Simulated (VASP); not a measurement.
Ag: single point with LDA

Crystal: Ag.

```
Ag
1.0
     2.89040    0.00000    0.00000
    -1.44520    2.50316    0.00000
     0.00000    0.00000    4.72526
Ag
2
Direct
  0.66667 0.33333 0.75000
  0.33333 0.66667 0.25000
```

This cell differs from its parent crystal: volume scaled by 0.96.

* Program: VASP 6.6.1
* Task: single point
* Functional: LDA
* Potentials or basis: VASP PAW LDA potentials, release 64 (Ag)
* Cutoff: 520 eV
* k mesh: 10 × 10 × 6
* Occupations: fermi-dirac, width 0.05 eV
* Spin: no spin polarisation
* Dipole correction: no
* Further INCAR settings: ALGO = Normal; EDIFF = 1e-07; NBANDS = 18

| Item | Value |
| --- | --- |
| Pressure | -6.9 GPa |
| Band gap on the k mesh | zero (band 11 reaches 11.22 eV, above the bottom of band 12 at 4.75 eV) |

Stress tensor (GPa, compression positive):
```
-6.70  0.00  0.00
 0.00 -6.70  0.00
 0.00  0.00 -7.32
```

Levels at points of the mesh, in eV from the Fermi level:
```
           k point  band 8  band 9  band 10  band 11  band 12  band 13  band 14  band 15
(0.00, 0.00, 0.00)   -4.05   -4.05    -3.03    -3.03    -0.42     3.54    15.69    17.55
(0.50, 0.00, 0.00)   -2.89   -2.84    -2.75     0.11     1.54     6.81     7.10     9.29
(0.00, 0.00, 0.50)   -4.52   -3.35    -3.35    -3.35    -3.35    11.09    11.09    16.03
(0.50, 0.00, 0.50)   -3.09   -2.81    -2.81     0.74     0.74     4.56     4.56    13.52
```

It took 18 s on 1 thread of Intel Xeon 6975P-C (shared host), peak memory 0.16 GiB.
